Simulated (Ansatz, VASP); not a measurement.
## Two plane-wave programs on Sr4NbO

INCAR

```
SYSTEM = Sr4NbO
PREC = Accurate ; ENCUT = 520
EDIFF = 1E-6 ; ISMEAR = 0
SIGMA = 0.1 ; LREAL = .FALSE.
LASPH = .TRUE. ; NELM = 100
ALGO = Normal ; ISIF = 2
LWAVE = .FALSE. ; LCHARG = .TRUE.
GGA = PE ; LELF = .TRUE.
LVHAR = .TRUE. ; NBANDS = 38
```

Contents of KPOINTS:

```
regular mesh
0
G
  4 4 4
  0 0 0
```

POSCAR

```
Sr4NbO
1.0
    0.0000000000      4.0999432100      4.0999432100
    4.0999432100      0.0000000000      4.0999432100
    4.0999432100      4.0999432100      0.0000000000
Sr Nb O
4 1 1
Direct
    0.3750000000      0.3750000000      0.8750000000
    0.3750000000      0.8750000000      0.3750000000
    0.8750000000      0.3750000000      0.3750000000
    0.3750000000      0.3750000000      0.3750000000
    0.7500000000      0.7500000000      0.7500000000
    0.0000000000      0.0000000000      0.0000000000
```

Input for Ansatz:

```yaml
crystal:
  lattice:
    - [0.0, 4.09994321, 4.09994321]
    - [4.09994321, 0.0, 4.09994321]
    - [4.09994321, 4.09994321, 0.0]
  atoms:
    - { symbol: Sr, position: [0.375, 0.375, 0.875] }
    - { symbol: Sr, position: [0.375, 0.875, 0.375] }
    - { symbol: Sr, position: [0.875, 0.375, 0.375] }
    - { symbol: Sr, position: [0.375, 0.375, 0.375] }
    - { symbol: Nb, position: [0.75, 0.75, 0.75] }
    - { symbol: O, position: [0.0, 0.0, 0.0] }
basis:
  ecutwfc: 420
kpoints:
  mp_grid: { grid: [4, 4, 4] }
hamiltonian:
  xc: pbe
scf:
  occupations: { method: gaussian, width: 0.1 }
  lower_state_search: "off"
output:
  forces: true
  stress: true
  eigenvalues: true
```

Change from the starting cell: species swapped into the MgInCu4 type (F-43m, No. 216).

Alike in both runs: task single point; functional PBE; k mesh 4 × 4 × 4; occupations gaussian, width 0.1 eV; no spin polarisation.

|  | VASP | Ansatz |
| --- | --- | --- |
| version | VASP 6.6.1 | Ansatz 0.2.0 |
| potentials or method | VASP PAW PBE potentials, release 64 (Sr_sv, Nb_sv, O), cutoff 520 eV | scalar-relativistic, plane waves, PAW |
| valence electrons in the cell | 59 | 59 |

|  | VASP | Ansatz | Ansatz less VASP |
| --- | --- | --- | --- |
| gap on the k mesh at the Fermi level (eV) | none | none | - |
| pressure (GPa) | 15.6 | 15.2 | -0.47 |

A gap of «none» marks a metal or a gap that the smearing closes. With one functional, cell and mesh, what is left measures potentials, basis and numerics.
